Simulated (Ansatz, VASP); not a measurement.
**One calculation of Co, two programs**

```
CELL_PARAMETERS angstrom
0.00000 3.25611 3.25611
3.25611 0.00000 3.25611
3.25611 3.25611 0.00000
ATOMIC_POSITIONS crystal
Co 0.75000 0.75000 0.75000
Co 0.50000 0.50000 0.50000
Co 0.12500 0.12500 0.62500
Co 0.12500 0.62500 0.12500
Co 0.62500 0.12500 0.12500
Co 0.12500 0.12500 0.12500
```

Alike in both runs: functional PBE; k mesh 10 × 10 × 10; occupations gaussian, width 0.1 eV; collinear spin.

Ansatz relaxed the structure, and its values are those at the end. VASP's run is a single point on that final structure, the one shown.

```csv
,VASP,Ansatz
version,VASP 6.6.1,Ansatz 0.2.0
potentials or method,"VASP PAW PBE potentials, release 64 (Co), cutoff 520 eV","scalar-relativistic, plane waves, PAW"
valence electrons in the cell,54,102
```

```csv
,VASP,Ansatz,Ansatz less VASP
gap on the k mesh at the Fermi level (eV),none,none,-
pressure (GPa),-0.7,0.0,+0.72
net moment per atom (μB),1.73,1.74,+0.010
size of the moment on the site where the two differ most (μB),1.72,1.79,+0.063
```

Site moments also hang on the region over which each program counts them. A gap of «none» marks a metal or a gap that the smearing closes. VASP's potentials hold 54 valence electrons a cell and Ansatz's 102, so a difference there can come from the potentials and not from the codes.
